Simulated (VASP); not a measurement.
Set up this calculation in VASP 6.6.1, as the native input.

```yaml
Task: single point
Functional: PBE
Potentials_or_basis: VASP PAW PBE potentials, release 64 (B, P)
Cutoff: 520 eV
k_mesh: 6 × 6 × 6
Occupations: gaussian, width 0.01 eV
Spin: no spin polarisation
Dipole_correction: no
Further_INCAR_settings: ALGO = Normal; EDIFF = 1e-06; NBANDS = 11
```

The structure of BP lies in POSCAR:

```
BP
1.0
    0.0000000000      2.2683154755      2.2683154755
    2.2683154755      0.0000000000      2.2683154755
    2.2683154755      2.2683154755      0.0000000000
B P
1 1
Direct
    0.0000000000      0.0000000000      0.0000000000
    0.2500000000      0.2500000000      0.2500000000
```

The input as run:

INCAR

```
SYSTEM = BP
  PREC = Accurate
  ENCUT = 520
  EDIFF = 1E-6
  ISMEAR = 0
  SIGMA = 0.01
  LREAL = .FALSE.
  LASPH = .TRUE.
  NELM = 100
  ALGO = Normal
  ISIF = 2
  LWAVE = .FALSE.
  LCHARG = .FALSE.
  GGA = PE
  NBANDS = 11
```

KPOINTS

```
regular mesh
0
G
  6 6 6
  0 0 0
```

Potentials or basis: VASP PAW PBE potentials, release 64 (B, P).

Command:

```sh
$ cat potpaw_PBE.64/B/POTCAR potpaw_PBE.64/P/POTCAR > POTCAR
$ mpirun -np 1 vasp_std > vasp.out
```

Results of the run:

```yaml
Pressure: 1.2 GPa
Band_gap_on_the_k_mesh: 1.33 eV, indirect (least direct gap 3.40 eV)
```

Wall time 6.1 s on 1 thread of Intel(R) Xeon(R) Platinum 8259CL CPU @ 2.50GHz (Skylake/Cascade Lake), on a shared host, peak memory 0.13 GiB.
